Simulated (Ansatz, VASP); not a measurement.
**One calculation of Au, two programs**

```
CELL_PARAMETERS angstrom
-1.53584 1.53584 1.53584
1.53584 -1.53584 1.53584
1.53584 1.53584 -1.53584
ATOMIC_POSITIONS crystal
Au 0.00000 0.00000 0.00000
```

Change from the starting cell: volume scaled by 0.85, PAW files.

Alike in both runs: task single point; functional PBEsol; k mesh 18 × 18 × 18; occupations fermi-dirac, width 0.1 eV; no spin polarisation.

|  | VASP | Ansatz |
| --- | --- | --- |
| version | VASP 6.6.1 | Ansatz 0.2.0 |
| potentials or method | VASP PAW PBE potentials, release 64 (Au) | PAW with Ansatz's default frozen-core files, scalar-relativistic |
| plane-wave cutoff (eV) | 520 | 420 |
| valence electrons in the cell | 11 | 19 |

```tsv
	VASP	Ansatz	Ansatz less VASP
pressure (GPa)	44.4	44.8	+0.41
```

VASP's potentials were made for PBE, not for PBEsol. Both programs put the cell under a high pressure, so it lies far from rest at this level. The functional is the same, so the differences come from potentials, cutoffs and numerics. VASP's potentials hold 11 valence electrons a cell and Ansatz's 19, so a difference there can come from the potentials and not from the codes.

Neither program's run includes spin-orbit coupling.
